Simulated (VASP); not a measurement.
# YSc (P-6m2) in VASP: a series of runs

YSc is run at these levels: LDA; tasks: single point.

Everything below comes from runs of VASP 6.6.1. Logs are shortened: lines on timing, memory, paths and dates and some standing lists are left out, and cuts for length are marked.

## Step 1: The cell of the first run

It takes space group P-6m2 (No. 187, hexagonal). The conventional cell has a = 3.424 Å, b = 3.424 Å, c = 5.256 Å, α = 90.00°, β = 90.00°, γ = 120.00°. Within 4.3 Å of Y (site symmetry -6m2) lie 6 Sc at 3.29 Å and 6 Y at 3.42 Å. Within 4.3 Å of Sc (site symmetry -6m2) lie 6 Y at 3.29 Å and 6 Sc at 3.42 Å.

## Step 2: Single point, LDA

Contents of INCAR:

```
SYSTEM = YSc
ALGO = Normal ; EDIFF = 1E-7
ENCUT = 520 ; ISIF = 2
ISMEAR = 1 ; LASPH = .True.
LCHARG = .True. ; LELF = .True.
LREAL = .False. ; LVHAR = .True.
LWAVE = .False. ; NBANDS = 18
NELM = 100 ; PREC = Accurate
SIGMA = 0.1
```

Contents of KPOINTS:

```
k-points
0
Gamma
  9 9 6
  0 0 0
```

Contents of POSCAR:

```
YSc
1.0
    3.4236739527      0.0000000000      0.0000000000
   -1.7118369715      2.9649886131      0.0000000000
    0.0000000000      0.0000000000      5.2559830512
Y Sc
1 1
Direct
    0.0000000000      0.0000000000      0.0000000000
    0.3333333333      0.6666666667      0.5000000000
```

Potentials or basis: VASP PAW LDA potentials, release 64 (Y_sv, Sc_sv).

Launch:

```console
$ cat potpaw_LDA.64/Y_sv/POTCAR potpaw_LDA.64/Sc_sv/POTCAR > POTCAR
$ mpirun -np 1 vasp_std > vasp.out
```

OUTCAR:

```text
SYSTEM = YSc
   EDIFF = 1E-7
   ENCUT = 520
   ISIF = 2
   ISMEAR = 1
   LASPH = .True.
   LREAL = .False.
   NELM = 100
   PREC = Accurate

 ion  position               nearest neighbor table
   1  0.000  0.000  0.000-   2 3.29   2 3.29   2 3.29   2 3.29   2 3.29   2 3.29
   2  0.333  0.667  0.500-   1 3.29   1 3.29   1 3.29   1 3.29   1 3.29   1 3.29

  LATTYP: Found a hexagonal cell.
 ALAT       =     3.4236739527
 C/A-ratio  =     1.5351879659

  Lattice vectors:

 A1 = (   3.4236739527,   0.0000000000,   0.0000000000)
 A2 = (  -1.7118369715,   2.9649886131,   0.0000000000)
 A3 = (   0.0000000000,   0.0000000000,   5.2559830512)

Analysis of symmetry for initial positions (statically):
=====================================================================
 Subroutine PRICEL returns:
 Original cell was already a primitive cell.

 Routine SETGRP: Setting up the symmetry group for a
 hexagonal supercell.

 Subroutine GETGRP returns: Found 12 space group operations
 (whereof 12 operations were pure point group operations)
 out of a pool of 24 trial point group operations.

The static configuration has the point symmetry D_3h.

Analysis of symmetry for dynamics (positions and initial velocities):
=====================================================================
 Subroutine PRICEL returns:
 Original cell was already a primitive cell.

 Routine SETGRP: Setting up the symmetry group for a
 hexagonal supercell.

 Subroutine GETGRP returns: Found 12 space group operations
 (whereof 12 operations were pure point group operations)
 out of a pool of 24 trial point group operations.

The dynamic configuration has the point symmetry D_3h.

 Subroutine INISYM returns: Found 12 space group operations
 (whereof 12 operations are pure point group operations),
 and found     1 'primitive' translations

----------------------------------------------------------------------------------------

                                     Primitive cell

  volume of cell :      53.3543

  direct lattice vectors                    reciprocal lattice vectors
     3.423673953  0.000000000  0.000000000     0.292083888  0.168634711  0.000000000
    -1.711836971  2.964988613  0.000000000     0.000000000  0.337269423  0.000000000
     0.000000000  0.000000000  5.255983051     0.000000000  0.000000000  0.190259365

  length of vectors
     3.423673953  3.423673947  5.255983051     0.337269423  0.337269423  0.190259365

  position of ions in fractional coordinates (direct lattice)
     0.000000000  0.000000000  0.000000000
     0.333333333  0.666666667  0.500000000

  ion indices of the primitive-cell ions
   primitive index   ion index
                 1           1
                 2           2

----------------------------------------------------------------------------------------

 KPOINTS: k-points

Automatic generation of k-mesh.
 Grid dimensions read from file:
 generate k-points for:    9    9    6

 Generating k-lattice:

  Cartesian coordinates                     Fractional coordinates (reciprocal lattice)
     0.032453765  0.018737190  0.000000000     0.111111111 -0.000000000  0.000000000
     0.000000000  0.037474380  0.000000000     0.000000000  0.111111111  0.000000000
     0.000000000  0.000000000  0.031709894     0.000000000  0.000000000  0.166666667

  Length of vectors
     0.037474380  0.037474380  0.031709894

  Shift w.r.t. Gamma in fractional coordinates (k-lattice)
     0.000000000  0.000000000  0.000000000

 Subroutine IBZKPT returns following result:
 ===========================================

 Found     48 irreducible k-points:

 Following reciprocal coordinates:
            Coordinates               Weight
  0.000000  0.000000  0.000000      1.000000
  0.111111 -0.000000  0.000000      6.000000
  0.222222  0.000000  0.000000      6.000000
  0.333333  0.000000  0.000000      6.000000
  0.444444  0.000000  0.000000      6.000000
  0.111111  0.111111  0.000000      6.000000
[... 16 lines left out ...]
  0.333333  0.222222  0.166667     24.000000
  0.333333  0.333333  0.166667      4.000000
 [... further k-points ...]
   k-points           NKPTS =     48   k-points in BZ     NKDIM =     48   number of bands    NBANDS=     18
   number of dos      NEDOS =    301   number of ions     NIONS =      2
   total plane-waves  NPLWV =  31360
   dimension x,y,z NGX =    28 NGY =   28 NGZ =   40
   dimension x,y,z NGXF=    56 NGYF=   56 NGZF=   80
   ions per type =               1   1
   NGX,Y,Z   is equivalent  to a cutoff of  13.60, 13.60, 12.65 a.u.
   NGXF,Y,Z  is equivalent  to a cutoff of  27.19, 27.19, 25.30 a.u.
 SYSTEM =  YSc
   PREC   = accura    normal or accurate (medium, high low for compatibility)
   ISTART =      0    job   : 0-new  1-cont  2-samecut
   ICHARG =      2    charge: 1-file 2-atom 10-const
   ISPIN  =      1    spin polarized calculation?
   LNONCOLLINEAR =      F non collinear calculations
   LSORBIT =      F    spin-orbit coupling
   LASPH  =      T    aspherical Exc in radial PAW
   ENCUT  =  520.0 eV  38.22 Ry    6.18 a.u.   6.37  6.37  9.77*2*pi/ulx,y,z
   NELM   =    100;   NELMIN=  2; NELMDL= -5     # of ELM steps
   EDIFF  = 0.1E-06   stopping-criterion for ELM
   LREAL  =      F    real-space projection
   EDIFFG = 0.1E-05   stopping-criterion for IOM
   NSW    =      0    number of steps for IOM
   IBRION =     -1    ionic relax: 0-MD 1-quasi-New 2-CG
   NFREE  =      0    steps in history (QN), initial steepest desc. (CG)
   ISIF   =      2    stress and relaxation
   ISYM   =      2    0-nonsym 1-usesym 2-fastsym
   POTIM  = 0.5000    time-step for ionic-motion
   TEBEG  =    0.0;   TEEND  =   0.0 temperature during run
   PSTRESS=    0.0 pullay stress
   NELECT =      22.0000    total number of electrons
   NUPDOWN=      -1.0000    fix difference up-down
   EMIN   =  10.00;   EMAX   =-10.00  energy-range for DOS
   EFERMI =   0.00;   METHOD = LEGACY
   ISMEAR =     1;   SIGMA  =   0.10  broadening in eV -4-tet -1-fermi 0-gaus
   EFERMI_NEDOS =   21; number of points for ismear=-14 and -15
   IALGO  =     38    algorithm
   IMIX   =      4    mixing-type and parameters
     AMIX     =   0.40;   BMIX     =  1.00
     AMIX_MAG =   1.60;   BMIX_MAG =  1.00
  volume/ion in A,a.u.               =      26.68       180.03
  Fermi-wavevector in a.u.,A,eV,Ry     =   1.218501  2.302633 20.201182  1.484745
  Thomas-Fermi vector in A             =   2.353785
   LORBIT       =      0    0 simple, 1 ext, 2 COOP (PROOUT), +10 PAW based schemes
   GGA     = CA    functional components
   LHFCALC =     F    Hartree Fock is set to
   AEXX    =    0.0000 exact exchange contribution
   IVDW    =     0    specifies the selected vdW correction
   LEPSILON=     F    determine dielectric tensor
   LRPA    =     F    only Hartree local field effects (RPA)
 non-spin polarized calculation
 Methfessel and Paxton  Order N= 1 SIGMA  =   0.10
  energy-cutoff  :      520.00
  volume of cell :       53.35
 maximum number of plane-waves:      1456
 NGX is ok and might be reduce to    28
   NGX = 13   NGY = 13   NGZ = 19

 number of electron      22.0000000 magnetization

 Free energy of the ion-electron system (eV)
  ---------------------------------------------------
  ext. energy  EPLUGINS =         0.00000000
  ---------------------------------------------------
  free energy    TOTEN  =       -13.57587656 eV

  energy without entropy =      -13.57690248  energy(sigma->0) =      -13.57621853

 E-fermi :   3.5313     XC(G=0): -10.1588

 val. band max:        3.5015887378   @ k =   0.2222   0.2222   0.3333
 cond. band min:       3.5583095688   @ k =   0.2222   0.1111   0.0000
 fundamental gap:      0.0567208309
 Fermi energy:         3.5312501826

 k-point     1 :       0.0000    0.0000    0.0000
  band No.  band energies     occupation
      1     -45.4016      2.00000
      2     -38.5040      2.00000
      3     -24.4231      2.00000
      4     -24.2640      2.00000
      5     -24.2640      2.00000
      6     -18.6739      2.00000
[... 10 lines left out ...]
     17       5.8587      0.00000
     18       5.8587      0.00000

 k-point     2 :       0.1111   -0.0000    0.0000
  band No.  band energies     occupation
      1     -45.3989      2.00000
      2     -38.4948      2.00000
      3     -24.4184      2.00000
      4     -24.2874      2.00000
      5     -24.2696      2.00000
      6     -18.6640      2.00000
[... 10 lines left out ...]
     17       5.9184      0.00000
     18       6.1296      0.00000

 k-point     3 :       0.2222    0.0000    0.0000
  band No.  band energies     occupation
      1     -45.3920      2.00000
      2     -38.4713      2.00000
      3     -24.4066      2.00000
      4     -24.3461      2.00000
      5     -24.2838      2.00000
      6     -18.6387      2.00000
[... 10 lines left out ...]
     17       6.3805      0.00000
     18       6.9280      0.00000

 k-point     4 :       0.3333    0.0000    0.0000
  band No.  band energies     occupation
      1     -45.3841      2.00000
      2     -38.4445      2.00000
      3     -24.4122      2.00000
      4     -24.3932      2.00000
      5     -24.2998      2.00000
      6     -18.8322      2.00000
[... 375 lines left out ...]
      4     -24.3876      2.00000
      5     -24.3326      2.00000
      6     -18.8401      2.00000
[... 10 lines left out ...]
     17       7.0445      0.00000
     18       7.9164      0.00000

 k-point    23 :       0.3333    0.2222    0.1667
  band No.  band energies     occupation
      1     -45.3767      2.00000
      2     -38.4191      2.00000
      3     -24.4316      2.00000
      4     -24.3816      2.00000
      5     -24.3586      2.00000
      6     -18.8902      2.00000
[... 10 lines left out ...]
     17       7.3877      0.00000
     18       7.8045      0.00000

 k-point    24 :       0.3333    0.3333    0.1667
  band No.  band energies     occupation
      1     -45.3753      2.00000
      2     -38.4144      2.00000
      3     -24.4035      2.00000
      4     -24.4012      2.00000
      5     -24.3796      2.00000
      6     -18.7928      2.00000
[... 10 lines left out ...]
     17       7.4346      0.00000
     18       7.7950      0.00000

 [... further k-points ...]
[... 5 lines left out ...]
  --------------------------------------------------------------------------------------
  -------------------------------------------------------------------------------------
  Total       -0.2913882     -0.2913882     -0.3852836     -0.0000000     -0.0000000      0.0000000
  in kB       -8.7501016     -8.7501016    -11.5696897     -0.0000000     -0.0000000      0.0000000
  external PRESSURE =      -9.6899643 kB  Pullay stress =       0.0000000 kB

 VOLUME and BASIS-vectors are now :
 -----------------------------------------------------------------------------
  energy-cutoff  :      520.00
  volume of cell :       53.35
      direct lattice vectors                 reciprocal lattice vectors
     3.423673953  0.000000000  0.000000000     0.292083888  0.168634711  0.000000000
    -1.711836971  2.964988613  0.000000000     0.000000000  0.337269423  0.000000000
     0.000000000  0.000000000  5.255983051     0.000000000  0.000000000  0.190259365

 POSITION                                       TOTAL-FORCE (eV/Angst)
 -----------------------------------------------------------------------------------
      0.00000      0.00000      0.00000         0.000000      0.000000      0.000000
      0.00000      1.97666      2.62799        -0.000000      0.000000      0.000000
 -----------------------------------------------------------------------------------
    total drift:                                0.000000     -0.000000     -0.000000

  FREE ENERGIE OF THE ION-ELECTRON SYSTEM (eV)
  ---------------------------------------------------
  free  energy   TOTEN  =       -13.5758765586 eV

  energy  without entropy=      -13.5769024799  energy(sigma->0) =      -13.57621853
```

Run time: 43 s. Hardware: 1 thread of AMD EPYC 7R13 (Zen 3), shared host; peak memory 0.17 GiB.

Results:

| Quantity | Value |
| --- | --- |
| Free energy | -13.5759 eV |
| Pressure | -1.0 GPa |
| Band gap on the k mesh | zero (bands 11 and 12 overlap by 1.73 eV) |

Stress tensor (GPa, compression positive):
```
-0.88  0.00  0.00
 0.00 -0.88  0.00
 0.00  0.00 -1.16
```

Levels at points of the mesh, in eV from the Fermi level:
```
           k point  band 9  band 10  band 11  band 12  band 13  band 14
(0.00, 0.00, 0.00)   -5.00    -1.91     1.18     1.47     1.47     1.94
(0.00, 0.00, 0.50)   -3.46    -3.29     0.90     1.04     1.33     1.33
```

## Step 3: Single point, LDA

This run uses another cell than the first one, of 27.84 Å³/atom.

Contents of INCAR:

```
SYSTEM = YSc
PREC     = Accurate       ! precision mode
ENCUT    = 520            ! plane-wave cutoff, eV
EDIFF    = 1E-6           ! SCF threshold, eV
ISMEAR   = 1              ! smearing method
SIGMA    = 0.1            ! smearing width, eV
LREAL    = .False.        ! projectors in reciprocal space
LASPH    = .True.         ! aspherical terms in the spheres
NELM     = 60             ! most SCF steps
ALGO     = Normal         ! electronic algorithm
ISIF     = 2              ! what is computed and relaxed
LWAVE    = .False.        ! write WAVECAR
LCHARG   = .False.        ! write CHGCAR
NBANDS   = 18             ! bands
```

Contents of KPOINTS:

```
regular mesh
0
Gamma
  9 9 6
  0 0 0
```

Contents of POSCAR:

```
YSc
1.0
    3.4725901894      0.0000000000      0.0000000000
   -1.7362950898      3.0073513167      0.0000000000
    0.0000000000      0.0000000000      5.3310786691
Y Sc
1 1
Direct
    0.0000000000      0.0000000000      0.0000000000
    0.3333333333      0.6666666667      0.5000000000
```

Potentials or basis: VASP PAW LDA potentials, release 64 (Y_sv, Sc_sv).

Launch:

```console
$ cat potpaw_LDA.64/Y_sv/POTCAR potpaw_LDA.64/Sc_sv/POTCAR > POTCAR
$ mpirun -np 1 vasp_std > vasp.out
```

Run time: 38 s. Hardware: 1 thread of AMD EPYC 7R13 (Zen 3), shared host; peak memory 0.18 GiB.

Results (log left out):

```yaml
Free_energy: -13.5478 eV
Pressure: -2.9 GPa
Band_gap_on_the_k_mesh: zero (bands 11 and 12 overlap by 1.59 eV)
```

Stress tensor (GPa, compression positive):
```
-2.85  0.00  0.00
 0.00 -2.85  0.00
 0.00  0.00 -3.05
```

Levels at points of the mesh, in eV from the Fermi level:
| k point | band 8 | band 9 | band 10 | band 11 | band 12 | band 13 | band 14 | band 15 |
| --- | --- | --- | --- | --- | --- | --- | --- | --- |
| (0.00, 0.00, 0.00) | -21.96 | -4.93 | -1.83 | 1.05 | 1.43 | 1.43 | 1.88 | 2.11 |
| (0.00, 0.00, 0.50) | -21.96 | -3.45 | -3.27 | 0.88 | 1.03 | 1.30 | 1.30 | 1.46 |

The gap in the log of VASP goes by the Fermi energy; the results here count the filled bands.